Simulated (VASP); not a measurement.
A run of VASP 6.6.1 is set up as follows.

The input INCAR:

```
PREC = Accurate
ENCUT = 600
EDIFF = 1E-6
ISMEAR = -1
SIGMA = 0.05
LREAL = False
LASPH = True
NELM = 60
ALGO = Normal
ISIF = 3
LWAVE = False
LCHARG = False
IBRION = 2
NSW = 80
EDIFFG = -0.02
```

KPOINTS

```
regular mesh
0
Gamma
  7 7 7
```

Contents of POSCAR:

```
TiOs
1.0
    3.1100000000      0.0000000000      0.0000000000
    0.0000000000      3.1100000000      0.0000000000
    0.0000000000      0.0000000000      3.1100000000
Ti Os
1 1
Direct
    0.0000000000      0.0000000000      0.0000000000
    0.5000000000      0.5000000000      0.5000000000
```

Potentials or basis: VASP PAW LDA potentials, release 64 (Ti_sv, Os).

Run with:

```sh
$ cat potpaw_LDA.64/Ti_sv/POTCAR potpaw_LDA.64/Os/POTCAR > POTCAR
$ mpirun -np 1 vasp_std > vasp.out
```

**Question.** Estimate the relaxed volume.

**Answer.** 14.11 Å³/atom.

**Question.** What does it give for the relaxed cell?

**Answer.** a = 3.044 Å, b = 3.044 Å, c = 3.044 Å, α = 90.00°, β = 90.00°, γ = 90.00°.

Final structure:
```cif
data_structure
_symmetry_space_group_name_H-M 'P 1'
_symmetry_Int_Tables_number 1
_cell_length_a 3.0444
_cell_length_b 3.0444
_cell_length_c 3.0444
_cell_angle_alpha 90.000
_cell_angle_beta 90.000
_cell_angle_gamma 90.000
_cell_volume 28.22
loop_
_atom_site_label
_atom_site_type_symbol
_atom_site_fract_x
_atom_site_fract_y
_atom_site_fract_z
_atom_site_occupancy
Ti1 Ti 0.00000 0.00000 0.00000 1
Os1 Os 0.50000 0.50000 0.50000 1
```
